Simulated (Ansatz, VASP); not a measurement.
Pt: VASP beside Ansatz

Contents of INCAR:

```
  ALGO = Normal
  EDIFF = 1E-6
  ENCUT = 520
  GGA = PE
  ISIF = 2
  ISMEAR = 0
  LASPH = True
  LCHARG = True
  LELF = True
  LREAL = False
  LVHAR = True
  LWAVE = False
  NBANDS = 17
  NELM = 60
  PREC = Accurate
  SIGMA = 0.15
```

Contents of KPOINTS:

```
k-points
0
Gamma
  18 18 10
```

POSCAR

```
Pt
1.0
    2.7103000000      0.0000000000      0.0000000000
   -1.3551500000      2.3471886519      0.0000000000
    0.0000000000      0.0000000000      5.0205000000
Pt
2
Direct
    0.6666666667      0.3333333333      0.7500000000
    0.3333333333      0.6666666667      0.2500000000
```

Input for Ansatz:

```yaml
crystal:
  lattice:
    - [2.7103, 0.0, 0.0]
    - [-1.35515, 2.3471886519, 0.0]
    - [0.0, 0.0, 5.0205]
  atoms:
    - { symbol: Pt, position: [0.6666666667, 0.3333333333, 0.75] }
    - { symbol: Pt, position: [0.3333333333, 0.6666666667, 0.25] }
basis:
  ecutwfc: 420
kpoints:
  mp_grid: { grid: [18, 18, 10] }
hamiltonian:
  xc: pbe
scf:
  occupations: { method: gaussian, width: 0.15 }
output:
  forces: true
  stress: true
  eigenvalues: true
```

Alike in both runs: task single point; functional PBE; k mesh 18 × 18 × 10; occupations gaussian, width 0.15 eV; no spin polarisation.

```csv
,VASP,Ansatz
version,VASP 6.6.1,Ansatz 0.2.0
potentials or method,"VASP PAW PBE potentials, release 64 (Pt), cutoff 520 eV","scalar-relativistic, plane waves, PAW"
valence electrons in the cell,20,36
```

|  | VASP | Ansatz | Ansatz less VASP |
| --- | --- | --- | --- |
| gap on the k mesh at the Fermi level (eV) | none | none | - |
| pressure (GPa) | -0.7 | -0.2 | +0.52 |
| traceless stress, the component that is largest in VASP (GPa) | -9.08 | -9.07 | +0.014 |

A gap of «none» marks a metal or a gap that the smearing closes. With one functional, cell and mesh, what is left measures potentials, basis and numerics. VASP's potentials hold 20 valence electrons a cell and Ansatz's 36, so a difference there can come from the potentials and not from the codes.

Neither program's run includes spin-orbit coupling.
